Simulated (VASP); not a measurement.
# AgO2 (fluorite type) (Fm-3m) in VASP: further runs

The runs below take AgO2 (fluorite type) through single point, with PBE.

Everything below comes from runs of VASP 6.6.1. Logs are shortened: lines on timing, memory, paths and dates and some standing lists are left out, and cuts for length are marked.

## (1) The cell of the first run

Symmetry: Fm-3m, No. 225, cubic system. The conventional cell has a = 5.127 Å, b = 5.127 Å, c = 5.127 Å, α = 90.00°, β = 90.00°, γ = 90.00°. Ag (site symmetry m-3m) has 8 O at 2.22 Å within 2.9 Å. O (site symmetry -43m) has 4 Ag at 2.22 Å and 6 O at 2.56 Å within 2.9 Å.

## (2) Single point, PBE

File INCAR:

```
SYSTEM = AgO2
  PREC = Accurate
  ENCUT = 520
  EDIFF = 1E-7
  ISMEAR = -1
  SIGMA = 0.06122561905347299
  LREAL = .False.
  LASPH = .True.
  NELM = 80
  ALGO = Normal
  ISIF = 2
  LWAVE = .False.
  LCHARG = .False.
  GGA = PE
  NBANDS = 18
```

File KPOINTS:

```
regular mesh
0
Gamma
  18 18 18
  0 0 0
```

File POSCAR:

```
AgO2
1.0
    0.0000000000      2.5636246166      2.5636246166
    2.5636246166      0.0000000000      2.5636246166
    2.5636246166      2.5636246166      0.0000000000
Ag O
1 2
Direct
    0.0000000000      0.0000000000      0.0000000000
    0.2500000000      0.2500000000      0.2500000000
    0.7500000000      0.7500000000      0.7500000000
```

Potentials or basis: VASP PAW PBE potentials, release 64 (Ag, O).

Started as:

```bash
> cat potpaw_PBE.64/Ag/POTCAR potpaw_PBE.64/O/POTCAR > POTCAR
> mpirun -np 1 vasp_std > vasp.out
```

OUTCAR:

```text
SYSTEM = AgO2
   PREC = Accurate
   ENCUT = 520
   EDIFF = 1E-7
   ISMEAR = -1
   LREAL = .False.
   LASPH = .True.
   NELM = 80
   ISIF = 2
   GGA = PE

 ion  position               nearest neighbor table
   1  0.000  0.000  0.000-   3 2.22   3 2.22   2 2.22   2 2.22   3 2.22   2 2.22   3 2.22   2 2.22

   2  0.250  0.250  0.250-   1 2.22   1 2.22   1 2.22   1 2.22
   3  0.750  0.750  0.750-   1 2.22   1 2.22   1 2.22   1 2.22

  LATTYP: Found a face centered cubic cell.
 ALAT       =     5.1272492332

  Lattice vectors:

 A1 = (   0.0000000000,   2.5636246166,   2.5636246166)
 A2 = (   2.5636246166,   0.0000000000,   2.5636246166)
 A3 = (   2.5636246166,   2.5636246166,   0.0000000000)

Analysis of symmetry for initial positions (statically):
=====================================================================
 Subroutine PRICEL returns:
 Original cell was already a primitive cell.

 Routine SETGRP: Setting up the symmetry group for a
 face centered cubic supercell.

 Subroutine GETGRP returns: Found 48 space group operations
 (whereof 48 operations were pure point group operations)
 out of a pool of 48 trial point group operations.

The static configuration has the point symmetry O_h .

Analysis of symmetry for dynamics (positions and initial velocities):
=====================================================================
 Subroutine PRICEL returns:
 Original cell was already a primitive cell.

 Routine SETGRP: Setting up the symmetry group for a
 face centered cubic supercell.

 Subroutine GETGRP returns: Found 48 space group operations
 (whereof 48 operations were pure point group operations)
 out of a pool of 48 trial point group operations.

The dynamic configuration has the point symmetry O_h .

 Subroutine INISYM returns: Found 48 space group operations
 (whereof 48 operations are pure point group operations),
 and found     1 'primitive' translations

----------------------------------------------------------------------------------------

                                     Primitive cell

  volume of cell :      33.6972

  direct lattice vectors                    reciprocal lattice vectors
     0.000000000  2.563624617  2.563624617    -0.195036355  0.195036355  0.195036355
     2.563624617  0.000000000  2.563624617     0.195036355 -0.195036355  0.195036355
     2.563624617  2.563624617  0.000000000     0.195036355  0.195036355 -0.195036355

  length of vectors
     3.625512702  3.625512702  3.625512702     0.337812876  0.337812876  0.337812876

  position of ions in fractional coordinates (direct lattice)
[... 81 lines left out ...]
   EDIFF  = 0.1E-06   stopping-criterion for ELM
   LREAL  =      F    real-space projection
   EDIFFG = 0.1E-05   stopping-criterion for IOM
   NSW    =      0    number of steps for IOM
   IBRION =     -1    ionic relax: 0-MD 1-quasi-New 2-CG
   NFREE  =      0    steps in history (QN), initial steepest desc. (CG)
   ISIF   =      2    stress and relaxation
   ISYM   =      2    0-nonsym 1-usesym 2-fastsym
   POTIM  = 0.5000    time-step for ionic-motion
   TEBEG  =    0.0;   TEEND  =   0.0 temperature during run
   PSTRESS=    0.0 pullay stress
   NELECT =      23.0000    total number of electrons
   NUPDOWN=      -1.0000    fix difference up-down
   EMIN   =  10.00;   EMAX   =-10.00  energy-range for DOS
   EFERMI =   0.00;   METHOD = LEGACY
   ISMEAR =    -1;   SIGMA  =   0.06  broadening in eV -4-tet -1-fermi 0-gaus
   EFERMI_NEDOS =   21; number of points for ismear=-14 and -15
   IALGO  =     38    algorithm
   IMIX   =      4    mixing-type and parameters
     AMIX     =   0.40;   BMIX     =  1.00
     AMIX_MAG =   1.60;   BMIX_MAG =  1.00
  volume/ion in A,a.u.               =      11.23        75.80
  Fermi-wavevector in a.u.,A,eV,Ry     =   1.441406  2.723862 28.268164  2.077651
  Thomas-Fermi vector in A             =   2.560042
   LORBIT       =      0    0 simple, 1 ext, 2 COOP (PROOUT), +10 PAW based schemes
   GGA     = PE    functional components
   LHFCALC =     F    Hartree Fock is set to
   AEXX    =    0.0000 exact exchange contribution
   IVDW    =     0    specifies the selected vdW correction
   LEPSILON=     F    determine dielectric tensor
   LRPA    =     F    only Hartree local field effects (RPA)
 non-spin polarized calculation
  energy-cutoff  :      520.00
  volume of cell :       33.70
 maximum number of plane-waves:       934
   NGX = 13   NGY = 13   NGZ = 13

 number of electron      22.9999995 magnetization

 Free energy of the ion-electron system (eV)
  ---------------------------------------------------
  ext. energy  EPLUGINS =         0.00000000
  ---------------------------------------------------
  free energy    TOTEN  =       -11.07790872 eV

  energy without entropy =      -11.02023748  energy(sigma->0) =      -11.04907310

 E-fermi :   4.8330     XC(G=0): -11.5833

 val. band max:        4.8300422607   @ k =   0.5000   0.2222   0.0000
 cond. band min:       4.8338051355   @ k =   0.2222   0.1667   0.0556
 fundamental gap:      0.0037628748
 Fermi energy:         4.8329654123

 k-point     1 :       0.0000    0.0000    0.0000
  band No.  band energies     occupation
      1     -14.1561      2.00000
      2     -11.3836      2.00000
      3      -1.9649      2.00000
      4      -1.9649      2.00000
      5      -1.9649      2.00000
      6       0.6487      2.00000
[... 481 lines left out ...]
      5      -0.8108      2.00000
      6       0.3866      2.00000
[... 10 lines left out ...]
     17      18.1051      0.00000
     18      23.5372      0.00000

 [... further k-points ...]

------------------------ aborting loop because EDIFF is reached ----------------------------------------

  FORCE on cell =-STRESS in cart. coord.  units (eV):
  Direction    XX          YY          ZZ          XY          YZ          ZX
  --------------------------------------------------------------------------------------
  -------------------------------------------------------------------------------------
  Total        0.6196072      0.6196072      0.6196072     -0.0000000     -0.0000000      0.0000000
  in kB       29.4600677     29.4600677     29.4600677     -0.0000000     -0.0000000      0.0000000
  external PRESSURE =      29.4600677 kB  Pullay stress =       0.0000000 kB

 VOLUME and BASIS-vectors are now :
 -----------------------------------------------------------------------------
  energy-cutoff  :      520.00
  volume of cell :       33.70
      direct lattice vectors                 reciprocal lattice vectors
     0.000000000  2.563624617  2.563624617    -0.195036355  0.195036355  0.195036355
     2.563624617  0.000000000  2.563624617     0.195036355 -0.195036355  0.195036355
     2.563624617  2.563624617  0.000000000     0.195036355  0.195036355 -0.195036355

 POSITION                                       TOTAL-FORCE (eV/Angst)
 -----------------------------------------------------------------------------------
      0.00000      0.00000      0.00000         0.000000     -0.000000      0.000000
      1.28181      1.28181      1.28181         0.000000      0.000000      0.000000
      3.84544      3.84544      3.84544        -0.000000     -0.000000     -0.000000
 -----------------------------------------------------------------------------------
    total drift:                                0.000000      0.000000      0.000000

  FREE ENERGIE OF THE ION-ELECTRON SYSTEM (eV)
  ---------------------------------------------------
  free  energy   TOTEN  =       -11.0779087203 eV

  energy  without entropy=      -11.0202374754  energy(sigma->0) =      -11.04907310
```

stdout:

```text
POSCAR found type information on POSCAR AgO
 POSCAR found :  2 types and       3 ions
 scaLAPACK will be used
 LDA part: xc-table for (Slater+PW92), standard interpolation
 POSCAR, INCAR and KPOINTS ok, starting setup
 FFT: planning ... GRIDC
 FFT: planning ... GRID_SOFT
 FFT: planning ... GRID
 WAVECAR not read
 entering main loop
```

Wall time 3.2 min (1 thread of Intel Xeon Platinum 8124M at 3.00GHz (Skylake/Cascade Lake), shared host); peak memory 0.24 GiB.

What came out:

```
Free energy : -11.0779 eV
Pressure    : 2.9 GPa
```

Caveat: an odd number of electrons without spin polarisation forces a metal; a magnetic or distorted state may lie lower.

## (3) Single point, PBE

This run uses another cell than the first one, of 11.46 Å³/atom, 1.020 times its volume.

File INCAR:

```
PREC = Accurate
ENCUT = 520
EDIFF = 1E-6
ISMEAR = -1
SIGMA = 0.06122561905347299
LREAL = F
LASPH = T
NELM = 60
ALGO = Normal
ISIF = 2
LWAVE = F
LCHARG = T
GGA = PE
LELF = T
LVHAR = T
NBANDS = 18
```

File KPOINTS:

```
regular mesh
0
Gamma
  18 18 18
```

File POSCAR:

```
AgO2
1.0
    0.0000000000      2.5809469300      2.5809469300
    2.5809469300      0.0000000000      2.5809469300
    2.5809469300      2.5809469300      0.0000000000
Ag O
1 2
Direct
    0.0000000000      0.0000000000      0.0000000000
    0.2500000000      0.2500000000      0.2500000000
    0.7500000000      0.7500000000      0.7500000000
```

Potentials or basis: VASP PAW PBE potentials, release 64 (Ag, O).

Started as:

```bash
> cat potpaw_PBE.64/Ag/POTCAR potpaw_PBE.64/O/POTCAR > POTCAR
> mpirun -np 1 vasp_std > vasp.out
```

It took 2.3 min on 1 thread of Intel Xeon Platinum 8124M at 3.00GHz (Skylake/Cascade Lake), shared host; peak memory 0.24 GiB.

It converged, with:

```yaml
Free_energy: -11.0849 eV
Pressure: -0.1 GPa
```

Levels at points of the mesh, in eV from the Fermi level:
| k point | band 7 | band 8 | band 9 | band 10 | band 11 | band 12 | band 13 | band 14 | band 15 | band 16 |
| --- | --- | --- | --- | --- | --- | --- | --- | --- | --- | --- |
| (0.00, 0.00, 0.00) | -4.09 | -1.25 | -1.25 | -1.25 | 0.28 | 0.28 | 0.28 | 4.55 | 11.86 | 11.86 |
| (0.50, 0.00, 0.00) | -3.97 | -3.15 | -2.91 | -2.61 | -2.61 | 0.27 | 0.27 | 8.88 | 9.40 | 15.14 |
| (0.50, 0.50, 0.00) | -4.26 | -3.85 | -3.27 | -3.06 | -0.52 | 0.44 | 0.44 | 8.98 | 10.76 | 11.55 |

Caveat: an odd number of electrons without spin polarisation forces a metal; a magnetic or distorted state may lie lower.
